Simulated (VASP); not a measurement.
# BaHfO3 (Pm-3m) in VASP: single point with HSE06

Aim: the single point of BaHfO3 with HSE06.

Everything below comes from runs of VASP 6.6.1. Logs are shortened: lines on timing, memory, paths and dates and some standing lists are left out, and cuts for length are marked.

### Step 1. The cell of the first run

Symmetry: Pm-3m, No. 221, cubic system. The conventional cell has a = 4.177 Å, b = 4.177 Å, c = 4.177 Å, α = 90.00°, β = 90.00°, γ = 90.00°. Ba (site symmetry m-3m) has 12 O at 2.95 Å and 8 Hf at 3.62 Å within 3.9 Å. Within 2.8 Å of Hf (site symmetry m-3m) lie 6 O at 2.09 Å. O (site symmetry 4/mmm) has 2 Hf at 2.09 Å within 2.8 Å.

### Step 2. Single point, HSE06

POSCAR

```
BaHfO3
1.0
    4.1770517754      0.0000000000      0.0000000000
    0.0000000000      4.1770517754      0.0000000000
    0.0000000000      0.0000000000      4.1770487585
Ba Hf O
1 1 3
Direct
    0.5000000000      0.5000000000      0.9979971537
    0.0000000000      0.0000000000      0.4979944541
    0.0000000000      0.5000000000      0.4980131360
    0.5000000000      0.0000000000      0.4980131360
    0.0000000000      0.0000000000      0.9980039101
```

INCAR.step1

```
SYSTEM = BaHfO3
PREC = Accurate
ENCUT = 520
EDIFF = 1E-5
ISMEAR = 1
SIGMA = 0.05
LREAL = .False.
LASPH = .True.
NELM = 100
ALGO = Normal
ISIF = 2
LWAVE = .True.
LCHARG = .False.
GGA = PE
NBANDS = 27
KPAR = 4
```

INCAR.step2

```
SYSTEM = BaHfO3
PREC = Accurate
ENCUT = 520
EDIFF = 1E-6
ISMEAR = 1
SIGMA = 0.05
LREAL = .False.
LASPH = .True.
NELM = 100
ALGO = Normal
ISIF = 2
LWAVE = .False.
LCHARG = .False.
GGA = PE
LHFCALC = .True.
HFSCREEN = 0.2079
PRECFOCK = Fast
ISTART = 1
NBANDS = 27
KPAR = 4
```

KPOINTS

```
regular mesh
0
Gamma
  4 4 4
  0 0 0
```

Potentials or basis: VASP PAW PBE potentials, release 64 (Ba_sv, Hf_pv, O).

Started as:

```
$ cat potpaw_PBE.64/Ba_sv/POTCAR potpaw_PBE.64/Hf_pv/POTCAR potpaw_PBE.64/O/POTCAR > POTCAR
$ cp INCAR.step1 INCAR
$ mpirun -np 4 vasp_std > vasp.out
$ cp INCAR.step2 INCAR
$ mpirun -np 4 vasp_std > vasp.out
```

OUTCAR:

```text
SYSTEM = BaHfO3
   PREC = Accurate
   ENCUT = 520
   EDIFF = 1E-6
   ISMEAR = 1
   LREAL = .False.
   LASPH = .True.
   NELM = 100
   ISIF = 2
   GGA = PE
   LHFCALC = .True.
   HFSCREEN = 0.2079
   PRECFOCK = Fast
   ISTART = 1

 ion  position               nearest neighbor table
   1  0.500  0.500  0.998-   3 2.95   4 2.95   4 2.95   3 2.95   5 2.95   5 2.95   5 2.95   5 2.95
                             3 2.95   4 2.95   4 2.95   3 2.95   2 3.62   2 3.62   2 3.62   2 3.62
   2  0.000  0.000  0.498-   5 2.09   4 2.09   3 2.09   3 2.09   4 2.09   5 2.09   1 3.62   1 3.62
                             1 3.62   1 3.62   1 3.62   1 3.62   1 3.62   1 3.62
   3  0.000  0.500  0.498-   2 2.09   2 2.09   1 2.95   1 2.95   1 2.95   1 2.95
   4  0.500  0.000  0.498-   2 2.09   2 2.09   1 2.95   1 2.95   1 2.95   1 2.95
   5  0.000  0.000  0.998-   2 2.09   2 2.09   1 2.95   1 2.95   1 2.95   1 2.95

  LATTYP: Found a simple cubic cell.
 ALAT       =     4.1770517754

  Lattice vectors:

 A1 = (   4.1770517754,   0.0000000000,   0.0000000000)
 A2 = (   0.0000000000,   4.1770517754,   0.0000000000)
 A3 = (   0.0000000000,   0.0000000000,   4.1770487585)

Analysis of symmetry for initial positions (statically):
=====================================================================
 Subroutine PRICEL returns:
 Original cell was already a primitive cell.

 Routine SETGRP: Setting up the symmetry group for a
 simple cubic supercell.

 Subroutine GETGRP returns: Found  8 space group operations
 (whereof  8 operations were pure point group operations)
 out of a pool of 48 trial point group operations.

The static configuration has the point symmetry C_4v.

Analysis of symmetry for dynamics (positions and initial velocities):
=====================================================================
 Subroutine PRICEL returns:
 Original cell was already a primitive cell.

 Routine SETGRP: Setting up the symmetry group for a
 simple cubic supercell.

 Subroutine GETGRP returns: Found  8 space group operations
 (whereof  8 operations were pure point group operations)
 out of a pool of 48 trial point group operations.

The dynamic configuration has the point symmetry C_4v.

 Subroutine INISYM returns: Found  8 space group operations
 (whereof  8 operations are pure point group operations),
 and found     1 'primitive' translations

----------------------------------------------------------------------------------------

                                     Primitive cell

  volume of cell :      72.8802

  direct lattice vectors                    reciprocal lattice vectors
     4.177051775  0.000000000  0.000000000     0.239403305  0.000000000  0.000000000
     0.000000000  4.177051775  0.000000000     0.000000000  0.239403305  0.000000000
     0.000000000  0.000000000  4.177048758     0.000000000  0.000000000  0.239403478

  length of vectors
     4.177051775  4.177051775  4.177048758     0.239403305  0.239403305  0.239403478

  position of ions in fractional coordinates (direct lattice)
     0.500000000  0.500000000  0.997997154
     0.000000000  0.000000000  0.497994454
     0.000000000  0.500000000  0.498013136
     0.500000000  0.000000000  0.498013136
     0.000000000  0.000000000  0.998003910

  ion indices of the primitive-cell ions
   primitive index   ion index
                 1           1
                 2           2
                 3           3
                 4           4
                 5           5

----------------------------------------------------------------------------------------

 KPOINTS: regular mesh

Automatic generation of k-mesh.
 Grid dimensions read from file:
 generate k-points for:    4    4    4

 Generating k-lattice:

  Cartesian coordinates                     Fractional coordinates (reciprocal lattice)
     0.059850826  0.000000000  0.000000000     0.250000000  0.000000000  0.000000000
     0.000000000  0.059850826  0.000000000     0.000000000  0.250000000  0.000000000
     0.000000000  0.000000000  0.059850869     0.000000000  0.000000000  0.250000000

  Length of vectors
     0.059850826  0.059850826  0.059850869

  Shift w.r.t. Gamma in fractional coordinates (k-lattice)
     0.000000000  0.000000000  0.000000000

 Subroutine IBZKPT returns following result:
 ===========================================

 Found     18 irreducible k-points:

 Following reciprocal coordinates:
            Coordinates               Weight
  0.000000  0.000000  0.000000      1.000000
  0.250000  0.000000  0.000000      4.000000
  0.000000  0.000000  0.250000      2.000000
  0.500000  0.000000  0.000000      2.000000
  0.000000  0.000000  0.500000      1.000000
  0.250000  0.250000  0.000000      4.000000
[... 10 lines left out ...]
  0.250000  0.500000  0.500000      4.000000
  0.500000  0.500000  0.500000      1.000000
   k-points           NKPTS =     18   k-points in BZ     NKDIM =     64   number of bands    NBANDS=     27
   number of dos      NEDOS =    301   number of ions     NIONS =      5
   total plane-waves  NPLWV =  32768
   dimension x,y,z NGX =    32 NGY =   32 NGZ =   32
   dimension x,y,z NGXF=    64 NGYF=   64 NGZF=   64
   ions per type =               1   1   3
   NGX,Y,Z   is equivalent  to a cutoff of  12.74, 12.74, 12.74 a.u.
   NGXF,Y,Z  is equivalent  to a cutoff of  25.47, 25.47, 25.47 a.u.
 SYSTEM =  BaHfO3
   PREC   = accura    normal or accurate (medium, high low for compatibility)
   ISTART =      1    job   : 0-new  1-cont  2-samecut
   ICHARG =      0    charge: 1-file 2-atom 10-const
   ISPIN  =      1    spin polarized calculation?
   LNONCOLLINEAR =      F non collinear calculations
   LSORBIT =      F    spin-orbit coupling
   LASPH  =      T    aspherical Exc in radial PAW
   ENCUT  =  520.0 eV  38.22 Ry    6.18 a.u.   7.77  7.77  7.77*2*pi/ulx,y,z
   NELM   =    100;   NELMIN=  2; NELMDL=  0     # of ELM steps
   EDIFF  = 0.1E-05   stopping-criterion for ELM
   LREAL  =      F    real-space projection
   EDIFFG = 0.1E-04   stopping-criterion for IOM
   NSW    =      0    number of steps for IOM
   IBRION =     -1    ionic relax: 0-MD 1-quasi-New 2-CG
   NFREE  =      0    steps in history (QN), initial steepest desc. (CG)
   ISIF   =      2    stress and relaxation
   ISYM   =      3    0-nonsym 1-usesym 2-fastsym
   POTIM  = 0.5000    time-step for ionic-motion
   TEBEG  =    0.0;   TEEND  =   0.0 temperature during run
   PSTRESS=    0.0 pullay stress
   NELECT =      38.0000    total number of electrons
   NUPDOWN=      -1.0000    fix difference up-down
   EMIN   =  10.00;   EMAX   =-10.00  energy-range for DOS
   EFERMI =   0.00;   METHOD = LEGACY
   ISMEAR =     1;   SIGMA  =   0.05  broadening in eV -4-tet -1-fermi 0-gaus
   EFERMI_NEDOS =   21; number of points for ismear=-14 and -15
   IALGO  =     38    algorithm
   IMIX   =      1    mixing-type and parameters
     AMIX     =   0.40;   BMIX     =  1.00
     AMIX_MAG =   1.60;   BMIX_MAG =  1.00
  volume/ion in A,a.u.               =      14.58        98.36
  Fermi-wavevector in a.u.,A,eV,Ry     =   1.317649  2.489995 23.622406  1.736198
  Thomas-Fermi vector in A             =   2.447675
   LORBIT       =      0    0 simple, 1 ext, 2 COOP (PROOUT), +10 PAW based schemes
   GGA     = PE    functional components
   LHFCALC =     T    Hartree Fock is set to
   PRECFOCK=fast      Normal, Fast or Accurate (Low or Medium for compatibility)
   ENCUT4O =  -1.0   cutoff for four orbital integrals eV
   NKREDX  =     1    reduce k-point grid by
   NKREDY  =     1    reduce k-point grid by
   NKREDZ  =     1    reduce k-point grid by
   AEXX    =    0.2500 exact exchange contribution
   HFSCREEN=    0.2079 screening length (either q_TF or 0.3 A-1)
   HFSCREENC=   0.2079 screening length for correlation (either q_TF or 0.3 A-1)
   ENCUTFOCK=  -1.0 apply spherical cutoff to Coloumb kernel
   IVDW    =     0    specifies the selected vdW correction
   LEPSILON=     F    determine dielectric tensor
   LRPA    =     F    only Hartree local field effects (RPA)
 non-spin polarized calculation
 Methfessel and Paxton  Order N= 1 SIGMA  =   0.05
  energy-cutoff  :      520.00
  volume of cell :       72.88
 maximum number of plane-waves:      1986
 NGX is ok and might be reduce to    32
  NGX = 18; NGY = 18; NGZ = 18

 number of electron      38.0000004 magnetization

 Free energy of the ion-electron system (eV)
  ---------------------------------------------------
  ext. energy  EPLUGINS =         0.00000000
  ---------------------------------------------------
  free energy    TOTEN  =       -51.67964265 eV

  energy without entropy =      -51.68012701  energy(sigma->0) =      -51.67980410

 E-fermi :   1.4024     XC(G=0):  -8.9053

 val. band max:        1.3706199824   @ k =   0.5000   0.5000   0.5000
 cond. band min:       6.4164808089   @ k =   0.0000   0.0000   0.0000
 fundamental gap:      5.0458608265
 Fermi energy:         1.4024081474

 k-point     1 :       0.0000    0.0000    0.0000
  band No.  band energies     occupation
      1     -28.9822      2.00000
      2     -28.9822      2.00000
      3     -28.9822      2.00000
      4     -25.2425      2.00000
      5     -16.8911      2.00000
      6     -16.3430      2.00000
[... 19 lines left out ...]
     26      11.4966      0.00000
     27      11.4966      0.00000

 k-point     2 :       0.2500    0.0000    0.0000
  band No.  band energies     occupation
      1     -29.0629      2.00000
      2     -28.9788      2.00000
      3     -28.9788      2.00000
      4     -25.1990      2.00000
      5     -16.8936      2.00000
      6     -16.3304      2.00000
[... 19 lines left out ...]
     26      11.1532      0.00000
     27      11.4985      0.00000

 k-point     3 :       0.0000    0.0000    0.2500
  band No.  band energies     occupation
      1     -29.0629      2.00000
      2     -28.9788      2.00000
      3     -28.9788      2.00000
      4     -25.1990      2.00000
      5     -16.8936      2.00000
      6     -16.3304      2.00000
[... 19 lines left out ...]
     26      11.1532      0.00000
     27      11.4984      0.00000

 k-point     4 :       0.5000    0.0000    0.0000
  band No.  band energies     occupation
      1     -29.1410      2.00000
      2     -28.9754      2.00000
      3     -28.9754      2.00000
      4     -25.1557      2.00000
      5     -16.9872      2.00000
      6     -16.3175      2.00000
[... 19 lines left out ...]
     26      11.4848      0.00000
     27      11.7639      0.00000

 k-point     5 :       0.0000    0.0000    0.5000
  band No.  band energies     occupation
      1     -29.1410      2.00000
      2     -28.9754      2.00000
      3     -28.9754      2.00000
      4     -25.1557      2.00000
      5     -16.9872      2.00000
      6     -16.3175      2.00000
[... 19 lines left out ...]
     26      11.7292      0.00000
     27      11.7639      0.00000

 k-point     6 :       0.2500    0.2500    0.0000
  band No.  band energies     occupation
      1     -29.0598      2.00000
      2     -29.0556      2.00000
      3     -28.9754      2.00000
      4     -25.1688      2.00000
      5     -16.7425      2.00000
      6     -16.0749      2.00000
[... 264 lines left out ...]
      1     -29.1289      2.00000
      2     -29.0494      2.00000
      3     -29.0483      2.00000
      4     -25.1198      2.00000
      5     -16.3174      2.00000
      6     -15.9479      2.00000
[... 19 lines left out ...]
     26      11.0293      0.00000
     27      12.0485      0.00000

 k-point    16 :       0.5000    0.5000    0.2500
  band No.  band energies     occupation
      1     -29.1235      2.00000
      2     -29.1235      2.00000
      3     -29.0452      2.00000
      4     -25.1006      2.00000
      5     -16.0878      2.00000
      6     -15.6010      2.00000
[... 19 lines left out ...]
     26      11.5120      0.00000
     27      12.6613      0.00000

 k-point    17 :       0.2500    0.5000    0.5000
  band No.  band energies     occupation
      1     -29.1236      2.00000
      2     -29.1235      2.00000
      3     -29.0452      2.00000
      4     -25.1006      2.00000
      5     -16.0878      2.00000
      6     -15.6010      2.00000
[... 19 lines left out ...]
     26      11.5120      0.00000
     27      12.6613      0.00000

 k-point    18 :       0.5000    0.5000    0.5000
  band No.  band energies     occupation
      1     -29.1196      2.00000
      2     -29.1196      2.00000
      3     -29.1196      2.00000
      4     -25.0792      2.00000
      5     -15.5462      2.00000
      6     -15.5462      2.00000
[... 19 lines left out ...]
     26      12.3842      0.00000
     27      12.3842      0.00000

------------------------ aborting loop because EDIFF is reached ----------------------------------------

  FORCE on cell =-STRESS in cart. coord.  units (eV):
  Direction    XX          YY          ZZ          XY          YZ          ZX
  --------------------------------------------------------------------------------------
  -------------------------------------------------------------------------------------
  Total       -0.6701676     -0.6701676     -0.6698928      0.0000000      0.0000000      0.0000000
  in kB      -14.7327807    -14.7327807    -14.7267406      0.0000000      0.0000000      0.0000000
  external PRESSURE =     -14.7307673 kB  Pullay stress =       0.0000000 kB

 VOLUME and BASIS-vectors are now :
 -----------------------------------------------------------------------------
  energy-cutoff  :      520.00
  volume of cell :       72.88
      direct lattice vectors                 reciprocal lattice vectors
     4.177051775  0.000000000  0.000000000     0.239403305  0.000000000  0.000000000
     0.000000000  4.177051775  0.000000000     0.000000000  0.239403305  0.000000000
     0.000000000  0.000000000  4.177048758     0.000000000  0.000000000  0.239403478

 POSITION                                       TOTAL-FORCE (eV/Angst)
 -----------------------------------------------------------------------------------
      2.08853      2.08853      4.16868         0.000000     -0.000000     -0.000167
      0.00000      0.00000      2.08015        -0.000000     -0.000000      0.000185
      0.00000      2.08853      2.08023         0.000000     -0.000000     -0.000114
      2.08853      0.00000      2.08023         0.000000      0.000000     -0.000114
      0.00000      0.00000      4.16871         0.000000     -0.000000      0.000211
 -----------------------------------------------------------------------------------
    total drift:                                0.000000      0.000000      0.000789

  FREE ENERGIE OF THE ION-ELECTRON SYSTEM (eV)
  ---------------------------------------------------
  free  energy   TOTEN  =       -51.6796426468 eV

  energy  without entropy=      -51.6801270065  energy(sigma->0) =      -51.67980410
```

It took 12 min on 4 MPI ranks of Intel Xeon Platinum 8375C at 2.90GHz (Ice Lake), shared host; peak memory 0.31 GiB.

Results:

| Quantity | Value |
| --- | --- |
| Free energy | -51.6796 eV |
| Pressure | -1.5 GPa |
| Band gap on the k mesh | 5.05 eV (least direct gap 5.30 eV) |

Caveat: the PAW data sets were made with another functional, which shifts forces and pressure a little; spin-orbit coupling is left out, which moves the levels of the heavy elements. A k mesh can miss the band edges.
